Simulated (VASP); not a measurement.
Set up this calculation in VASP 6.6.1, as the native input.

| Item | Value |
| --- | --- |
| Task | single point |
| Functional | HSE06 |
| Potentials or basis | VASP PAW PBE potentials, release 64 (In_d, As) |
| Cutoff | 520 eV |
| k mesh | 6 × 6 × 6 |
| Occupations | fermi-dirac, width 0.02 eV |
| Spin | no spin polarisation |
| Dipole correction | no |
| Grid for exact exchange (PRECFOCK) | Normal |
| Further INCAR settings | ALGO = Normal; EDIFF = 1e-07; NBANDS = 16 |
| Share of exact exchange | 0.25 |
| Screening parameter | 0.2079 1/Å |

InAs:

```xyz
2
Lattice="0.0000 3.0546 3.0546 3.0546 0.0000 3.0546 3.0546 3.0546 0.0000" Properties=species:S:1:pos:R:3 pbc="T T T"
In    0.0000    0.0000    0.0000
As    1.5273    1.5273    1.5273
```

The input as run:

POSCAR

```
InAs
1.0
    0.0000000000      3.0545904655      3.0545904655
    3.0545904655      0.0000000000      3.0545904655
    3.0545904655      3.0545904655      0.0000000000
In As
1 1
Direct
    0.0000000000      0.0000000000      0.0000000000
    0.2500000000      0.2500000000      0.2500000000
```

INCAR.step1

```
SYSTEM = InAs
PREC     = Accurate       ! precision mode
ENCUT    = 520            ! plane-wave cutoff, eV
EDIFF    = 1E-5           ! SCF threshold, eV
ISMEAR   = -1             ! smearing method
SIGMA    = 0.02           ! smearing width, eV
LREAL    = .False.        ! projectors in reciprocal space
LASPH    = .True.         ! aspherical terms in the spheres
NELM     = 60             ! most SCF steps
ALGO     = Normal         ! electronic algorithm
ISIF     = 2              ! what is computed and relaxed
LWAVE    = .True.         ! write WAVECAR
NBANDS   = 16             ! bands
GGA      = PE             ! functional
```

INCAR.step2

```
SYSTEM = InAs
PREC     = Accurate       ! precision mode
ENCUT    = 520            ! plane-wave cutoff, eV
EDIFF    = 1E-7           ! SCF threshold, eV
ISMEAR   = -1             ! smearing method
SIGMA    = 0.02           ! smearing width, eV
LREAL    = .False.        ! projectors in reciprocal space
LASPH    = .True.         ! aspherical terms in the spheres
NELM     = 60             ! most SCF steps
ALGO     = Normal         ! electronic algorithm
ISIF     = 2              ! what is computed and relaxed
LWAVE    = .False.        ! write WAVECAR
LCHARG   = .True.         ! write CHGCAR
GGA      = PE             ! functional
LHFCALC  = .True.         ! exact exchange
HFSCREEN = 0.2079         ! screening, 1/A
PRECFOCK = Normal       
LELF     = .True.         ! ELF
LVHAR    = .True.       
NBANDS   = 16             ! bands
ISTART   = 1
```

KPOINTS

```
Automatic mesh
0
Gamma
  6 6 6
  0 0 0
```

Potentials or basis: VASP PAW PBE potentials, release 64 (In_d, As).

The run is started by

```console
$ cat potpaw_PBE.64/In_d/POTCAR potpaw_PBE.64/As/POTCAR > POTCAR
$ cp INCAR.step1 INCAR
$ mpirun -np 1 vasp_std > vasp.out
$ cp INCAR.step2 INCAR
$ mpirun -np 1 vasp_std > vasp.out
```

Results of the run:

The pressure is -0.2 GPa and the band gap on the k mesh is 0.36 eV.

Caveat: the PAW data sets were made with another functional, which shifts forces and pressure a little; spin-orbit coupling is left out, which moves the levels of the heavy elements.

Wall time 110 min on 1 thread of Oxide Virtual Turin-like Processor (shared host), peak memory 0.28 GiB.
